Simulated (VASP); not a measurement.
# Ca3C: single point with PBE

Ca3C:

```
CELL_PARAMETERS angstrom
4.52201 0.00000 0.00000
0.00000 4.52201 0.00000
0.00000 0.00000 4.52201
ATOMIC_POSITIONS crystal
Ca 0.00000 0.50000 0.50000
Ca 0.50000 0.00000 0.50000
Ca 0.50000 0.50000 0.00000
C 0.00000 0.00000 0.00000
```

| Quantity | Value |
| --- | --- |
| Program | VASP 6.6.1 |
| Task | single point |
| Functional | PBE |
| Potentials or basis | VASP PAW PBE potentials, release 64 (Ca_sv, C) |
| Cutoff | 520 eV |
| k mesh | 10 × 10 × 10 |
| Occupations | gaussian, width 0.1 eV |
| Spin | no spin polarisation |

```yaml
Pressure: 0.1 GPa
Band_gap_on_the_k_mesh: zero (band 17 reaches 3.54 eV, above the bottom of band 18 at 3.28 eV)
```

Levels at points of the mesh, in eV from the Fermi level:
```csv
k point,band 13,band 14,band 15,band 16,band 17,band 18,band 19,band 20,band 21,band 22
"(0.00, 0.00, 0.00)",-8.38,-2.66,-0.04,-0.04,-0.04,0.47,0.47,0.89,0.89,0.89
"(0.50, 0.00, 0.00)",-8.00,-2.96,-0.78,-0.63,-0.63,1.32,1.44,1.76,2.28,2.28
"(0.50, 0.50, 0.00)",-7.85,-1.96,-1.96,-0.81,-0.48,1.47,1.52,1.52,2.60,2.60
"(0.50, 0.50, 0.50)",-7.91,-0.92,-0.92,-0.92,-0.24,-0.24,-0.24,1.35,2.48,2.91
```

Wall time 2.8 min on 1 thread of Oxide Virtual Turin-like Processor, with other jobs on the host, peak memory 0.23 GiB.
